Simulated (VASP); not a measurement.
Wanted: the native input for a VASP 6.6.1 run.

```
Task                   : single point
Functional             : PBEsol
Potentials or basis    : VASP PAW PBE potentials, release 64 (In_d, Sb)
Cutoff                 : 500 eV
k mesh                 : 14 × 14 × 8
Occupations            : gaussian, width 0.15 eV
Spin                   : no spin polarisation
Dipole correction      : no
Further INCAR settings : ALGO = Normal; EDIFF = 1e-06; NBANDS = 16
```

The structure of InSb lies in POSCAR:

```
InSb
1.0
    3.0361886953      0.0000000000      0.0000000000
    0.0000000000      3.0361886953      0.0000000000
    0.0000000000      0.0000000000      6.2182830229
In Sb
1 1
Direct
    0.0000000000      0.0000000000      0.0000000000
    0.0000000000      0.0000000000      0.5000000000
```

This cell differs from its parent crystal: normal strain along x +0.0000, normal strain along z +0.0200.

The input as run:

INCAR

```
PREC     = Accurate       # precision mode
ENCUT    = 500            # plane-wave cutoff, eV
EDIFF    = 1E-6           # SCF threshold, eV
ISMEAR   = 0              # smearing method
SIGMA    = 0.15           # smearing width, eV
LREAL    = F              # projectors in reciprocal space
LASPH    = T              # aspherical terms in the spheres
NELM     = 120            # most SCF steps
ALGO     = Normal         # electronic algorithm
ISIF     = 2              # what is computed and relaxed
LWAVE    = F              # write WAVECAR
LCHARG   = F              # write CHGCAR
GGA      = PS             # functional
NBANDS   = 16             # bands
GGA_COMPAT= F
```

KPOINTS

```
regular mesh
0
Gamma
  14 14 8
```

Potentials or basis: VASP PAW PBE potentials, release 64 (In_d, Sb).

Command:

```bash
$ cat potpaw_PBE.64/In_d/POTCAR potpaw_PBE.64/Sb/POTCAR > POTCAR
$ mpirun -np 1 vasp_std > vasp.out
```

It gave:

The pressure is -0.8 GPa and the band gap on the k mesh is zero (bands 9 and 10 overlap by 6.17 eV).

Caveat: the cell differs from its parent crystal (normal strain along x +0.0000, normal strain along z +0.0200); the PAW data sets were made with another functional, which shifts forces and pressure a little; spin-orbit coupling is left out, which moves the levels of the heavy elements.

It took 2.6 min on 1 thread of Intel Xeon 8259CL (shared host), peak memory 0.3 GiB.
